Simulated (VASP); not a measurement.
Crystal: Bi.

```
Bi
1.0
     3.55798    0.00000    0.00000
    -1.77899    3.08130    0.00000
     0.00000    0.00000    5.81019
Bi
2
Direct
  0.33333 0.66667 0.25000
  0.66667 0.33333 0.75000
```

This isn't the form of Bi at room conditions, which is rhombohedral.

| Quantity | Value |
| --- | --- |
| Program | VASP 6.6.1 |
| Task | relaxation of cell and atoms |
| Functional | RPBE |
| Potentials or basis | VASP PAW PBE potentials, release 64 (Bi_d) |
| Cutoff | 600 eV |
| k mesh | 10 × 10 × 6 |
| Occupations | fermi-dirac, width 0.1 eV |
| Spin | no spin polarisation |

At the start: pressure 1.0 GPa; volume 31.85 Å³/atom.

**Question.** Where does the relaxation end?

**Answer.** Over 8 steps the energy falls by 2.3 meV/atom and the volume is 32.51 Å³/atom (+2.1 %); space group P6_3/mmc (No. 194, to 0.1 Å) before and after.

Step by step:
```csv
step,energy change (eV),largest force (eV/Å),pressure (GPa),volume (Å³)
1,0.0000,0.0000,1.04,63.70
2,-0.0035,0.0000,-0.46,65.62
3,-0.0043,0.0000,0.01,65.01
4,-0.0043,0.0000,-0.08,65.08
5,-0.0043,0.0000,-0.09,65.05
6,-0.0045,0.0000,-0.05,65.03
7,-0.0045,0.0000,-0.02,65.02
8,-0.0046,0.0000,-0.01,65.02
```

Final structure:
```xyz
2
Lattice="3.5713 0.0000 0.0000 -1.7857 3.0928 0.0000 0.0000 0.0000 5.8867" Properties=species:S:1:pos:R:3 pbc="T T T"
Bi    0.0000    2.0619    1.4717
Bi    1.7857    1.0309    4.4151
```

Caveat: the PAW data sets were made with another functional, which shifts forces and pressure a little.
